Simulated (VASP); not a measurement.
# C17O in VASP: single point with PBE+D3(BJ)

Aim: the single point of C17O with PBE+D3(BJ).

Program: VASP 6.6.1. These are calculated values, not measurements. Logs are shortened: lines on timing, memory, paths and dates and some standing lists are left out, and cuts for length are marked.

## Step 1: The cell of the first run

The cell holds a slab with vacuum, 18 atoms: a = 4.930 Å, b = 4.413 Å, c = 23.665 Å, α = 90.00°, β = 90.00°, γ = 90.11°.

## Step 2: Single point, PBE+D3(BJ)

Contents of INCAR:

```
SYSTEM = C17O
PREC = Accurate
ENCUT = 520
EDIFF = 1E-6
ISMEAR = 0
SIGMA = 0.05
LREAL = Auto
LASPH = .True.
NELM = 80
ALGO = Normal
ISIF = 2
LWAVE = .False.
LCHARG = .False.
LDIPOL = .True.
IDIPOL = 3
DIPOL = 0.5 0.5 0.311
GGA = PE
IVDW = 12
NBANDS = 52
```

Contents of KPOINTS:

```
regular mesh
0
Gamma
  6 6 1
  0 0 0
```

Contents of POSCAR:

```
C17O
1.0
    4.9298867130      0.0000000000      0.0000000000
   -0.0081547558      4.4132984516      0.0000000000
    0.0000000000      0.0000000000     23.6650337471
C O
17 1
Direct
    0.3745684085      0.7405378974      0.1690257467
    0.8745684085      0.7405378974      0.1690257467
    0.1243974091      0.6365956441      0.1920114160
    0.6243974091      0.6365956441      0.1920114160
    0.1240513173      0.4291046681      0.2380452569
    0.6240513173      0.4291046681      0.2380452569
    0.3738803179      0.3251624149      0.2610309261
    0.8738803179      0.3251624149      0.2610309261
    0.3735338584      0.1126520408      0.3070664644
    0.8735338584      0.1126520408      0.3070664644
    0.1233638388      0.0072945126      0.3289983678
    0.6233638388      0.0072945126      0.3289983678
    0.1229920122      0.7810454900      0.3748118563
    0.6229920122      0.7810454900      0.3748118563
    0.3728273188      0.6826774530      0.3936201337
    0.8728273188      0.6826774530      0.3936201337
    0.4978273188      1.1826774530      0.5563074149
    0.4978273188      1.1826774530      0.5077125127
```

Potentials or basis: VASP PAW PBE potentials, release 64 (C, O).

On the command line:

```bash
$ cat potpaw_PBE.64/C/POTCAR potpaw_PBE.64/O/POTCAR > POTCAR
$ mpirun -np 1 vasp_std > vasp.out
```

OUTCAR:

```text
SYSTEM = C17O
   PREC = Accurate
   ENCUT = 520
   EDIFF = 1E-6
   ISMEAR = 0
   LREAL = Auto
   LASPH = .True.
   NELM = 80
   ISIF = 2
   GGA = PE
   IVDW = 12
 IVDW          = 12

 ion  position               nearest neighbor table
   1  0.375  0.741  0.169-   3 1.42   4 1.42
   2  0.875  0.741  0.169-   4 1.42   3 1.42
   3  0.124  0.637  0.192-   1 1.42   5 1.42   2 1.42
   4  0.624  0.637  0.192-   2 1.42   6 1.42   1 1.42
   5  0.124  0.429  0.238-   8 1.42   7 1.42   3 1.42
   6  0.624  0.429  0.238-   7 1.42   8 1.42   4 1.42
   7  0.374  0.325  0.261-   6 1.42   5 1.42   9 1.44
   8  0.874  0.325  0.261-   5 1.42   6 1.42  10 1.44
   9  0.374  0.113  0.307-  11 1.42  12 1.42   7 1.44
  10  0.874  0.113  0.307-  12 1.42  11 1.42   8 1.44
  11  0.123  0.007  0.329-   9 1.42  10 1.42  13 1.47
  12  0.623  0.007  0.329-  10 1.42   9 1.42  14 1.47
  13  0.123  0.781  0.375-  15 1.38  16 1.38  11 1.47
  14  0.623  0.781  0.375-  16 1.38  15 1.38  12 1.47
  15  0.373  0.683  0.394-  13 1.38  14 1.38
  16  0.873  0.683  0.394-  14 1.38  13 1.38
  17  0.498  0.183  0.556-  18 1.15
  18  0.498  0.183  0.508-  17 1.15

  Warning from LATTYP: Monoclinic adjustment (A1->A3, A2->A1, A3->A2)!
  LATTYP: Found a simple monoclinic cell.
 ALAT       =     4.4133059856
 B/A-ratio  =     5.3622009949
 C/A-ratio  =     1.1170507391
 COS(beta)  =    -0.0018477658

  Lattice vectors:

 A1 = (  -0.0081547558,   4.4132984516,   0.0000000000)
 A2 = (   0.0000000000,   0.0000000000,  23.6650337471)
 A3 = (   4.9298867130,   0.0000000000,   0.0000000000)

Analysis of symmetry for initial positions (statically):
=====================================================================
 Subroutine PRICEL returns:
 Original cell was already a primitive cell.

 Routine SETGRP: Setting up the symmetry group for a
 simple monoclinic supercell.

 Subroutine GETGRP returns: Found  1 space group operations
 (whereof  1 operations were pure point group operations)
 out of a pool of  4 trial point group operations.

The static configuration has the point symmetry C_1 .

Analysis of symmetry for dynamics (positions and initial velocities):
=====================================================================
 Subroutine PRICEL returns:
 Original cell was already a primitive cell.

 Routine SETGRP: Setting up the symmetry group for a
 simple monoclinic supercell.

 Subroutine GETGRP returns: Found  1 space group operations
 (whereof  1 operations were pure point group operations)
 out of a pool of  4 trial point group operations.

The dynamic configuration has the point symmetry C_1 .
[... 140 lines left out ...]
   EFERMI =   0.00;   METHOD = LEGACY
   ISMEAR =     0;   SIGMA  =   0.05  broadening in eV -4-tet -1-fermi 0-gaus
   EFERMI_NEDOS =   21; number of points for ismear=-14 and -15
   IALGO  =     38    algorithm
   IMIX   =      4    mixing-type and parameters
     AMIX     =   0.40;   BMIX     =  1.00
     AMIX_MAG =   1.60;   BMIX_MAG =  1.00
  volume/ion in A,a.u.               =      28.60       193.03
  Fermi-wavevector in a.u.,A,eV,Ry     =   0.857531  1.620498 10.005162  0.735359
  Thomas-Fermi vector in A             =   1.974598
   LORBIT       =      0    0 simple, 1 ext, 2 COOP (PROOUT), +10 PAW based schemes
   GGA     = PE    functional components
   LHFCALC =     F    Hartree Fock is set to
   AEXX    =    0.0000 exact exchange contribution
   IVDW    =    12    specifies the selected vdW correction
   LEPSILON=     F    determine dielectric tensor
   LRPA    =     F    only Hartree local field effects (RPA)
 non-spin polarized calculation
 Gauss-broadening in eV      SIGMA  =   0.05
  energy-cutoff  :      520.00
  volume of cell :      514.88
 maximum number of plane-waves:     13916
 NGX is ok and might be reduce to    40
   NGX = 19   NGY = 17   NGZ = 89

 dipolmoment           0.000000      0.000000      0.358754 electrons x Angstroem

 number of electron      74.0000004 magnetization

 dipolmoment           0.000000      0.000000     -0.042324 electrons x Angstroem

 Free energy of the ion-electron system (eV)
  ---------------------------------------------------
  ext. energy  EPLUGINS =         0.00000000
  ---------------------------------------------------
  free energy    TOTEN  =      -149.18368042 eV

  energy without entropy =     -149.16042747  energy(sigma->0) =     -149.17205395

 E-fermi :  -2.9214     XC(G=0):  -4.1869

 val. band max:       -2.9264560701   @ k =   0.5000   0.1667   0.0000
 cond. band min:      -2.9209936650   @ k =   0.5000   0.1667   0.0000
 fundamental gap:      0.0054624052
 Fermi energy:        -2.9214134406

 k-point     1 :       0.0000    0.0000    0.0000
  band No.  band energies     occupation
      1     -26.4667      2.00000
      2     -21.9657      2.00000
      3     -20.8335      2.00000
      4     -19.1929      2.00000
      5     -17.7112      2.00000
      6     -17.6804      2.00000
[... 1029 lines left out ...]
     48       4.4309      0.00000
     49       4.7327      0.00000
 [bands above 49 left out]

------------------------ aborting loop because EDIFF is reached ----------------------------------------

 vacuum level on the upper side and lower side of the slab       (xc-potential included)        -0.180         0.109

 Edisp (eV)   -1.96293

 E8    (eV) :    -0.5755

  FORCE on cell =-STRESS in cart. coord.  units (eV):
  Direction    XX          YY          ZZ          XY          YZ          ZX
  --------------------------------------------------------------------------------------
  -------------------------------------------------------------------------------------
  Total       2.53932    -0.11125    -1.17248    -0.01014    -0.23457     0.02149
  in kB       7.90171    -0.34618    -3.64844    -0.03156    -0.72992     0.06688
  external pressure =        1.30 kB  Pullay stress =        0.00 kB

 VOLUME and BASIS-vectors are now :
 -----------------------------------------------------------------------------
  energy-cutoff  :      520.00
  volume of cell :      514.88
      direct lattice vectors                 reciprocal lattice vectors
     4.929886713  0.000000000  0.000000000     0.202844418  0.000374810  0.000000000
    -0.008154756  4.413298452  0.000000000     0.000000000  0.226587894  0.000000000
     0.000000000  0.000000000 23.665033747     0.000000000  0.000000000  0.042256437

 POSITION                                       TOTAL-FORCE (eV/Angst)
 -----------------------------------------------------------------------------------
      1.84054      3.26821      4.00000        -0.003080     -1.161799      1.518863
      4.30548      3.26821      4.00000         0.003582     -1.160244      1.518431
      0.60807      2.80949      4.54396        -0.003849      1.856313     -2.293878
      3.07302      2.80949      4.54396        -0.002509      1.860925     -2.299452
      0.60806      1.89377      5.63335         0.003320     -0.843554      0.992503
      3.07300      1.89377      5.63335         0.003813     -0.844007      0.992347
[... 10 lines left out ...]
      2.45274      0.80621     13.16503         0.001248      0.009495     -0.728211
      2.45274      0.80621     12.01503         0.003495     -0.007750      0.684126
 -----------------------------------------------------------------------------------
    total drift:                               -0.004821     -0.002576      0.017398

  FREE ENERGIE OF THE ION-ELECTRON SYSTEM (eV)
  ---------------------------------------------------
  free  energy   TOTEN  =      -151.1466084723 eV

  energy  without entropy=     -151.1233555238  energy(sigma->0) =     -151.13498200

 vacuum level on the upper side and lower side of the slab         2.993         3.323
```

OSZICAR:

```text
N       E                     dE             d eps       ncg     rms          rms(c)
DAV:   1     0.585211039608E+03    0.58521E+03   -0.30616E+04  2112   0.114E+03
DAV:   2    -0.680696303362E+02   -0.65328E+03   -0.63175E+03  2984   0.273E+02
DAV:   3    -0.155845284634E+03   -0.87776E+02   -0.86840E+02  2440   0.104E+02
[... 20 lines left out ...]
DAV:  24    -0.149183655069E+03   -0.17111E-04   -0.24087E-06  1792   0.352E-03    0.311E-03
DAV:  25    -0.149183672133E+03   -0.17064E-04   -0.19627E-06  1872   0.306E-03    0.177E-03
DAV:  26    -0.149183677184E+03   -0.50515E-05   -0.32016E-07  1572   0.159E-03    0.613E-04
DAV:  27    -0.149183679790E+03   -0.26059E-05   -0.11500E-07  1528   0.973E-04    0.392E-04
DAV:  28    -0.149183680422E+03   -0.63161E-06   -0.38196E-08  1556   0.550E-04
   1 F= -.15114661E+03 E0= -.15113498E+03  d E =-.232529E-01
```

Run time: 21 min. Hardware: 1 thread of Intel Xeon Platinum 8375C at 2.90GHz (Ice Lake), shared host; peak memory 0.72 GiB.

Results:

- Free energy: -151.1466 eV
- Largest force: 2.958 eV/Å
- Band gap on the k mesh: zero (bands 37 and 38 overlap by 0.03 eV)
- Dispersion energy per atom: -0.109 eV

Forces in eV/Å, atoms in the order of the input:
```
C   -0.003 -1.162  1.519
C    0.004 -1.160  1.518
C   -0.004  1.856 -2.294
C   -0.003  1.861 -2.299
C    0.003 -0.844  0.993
C    0.004 -0.844  0.992
C    0.001  0.158 -0.217
C    0.000  0.158 -0.218
C   -0.005 -0.025  0.010
C    0.010 -0.030  0.012
C    0.008  0.043 -0.040
C   -0.004  0.031 -0.025
C   -0.008 -0.004  0.013
C   -0.007 -0.061  0.062
C   -0.022  0.033 -0.020
C    0.022 -0.012  0.038
C    0.001  0.009 -0.728
O    0.003 -0.008  0.684
```
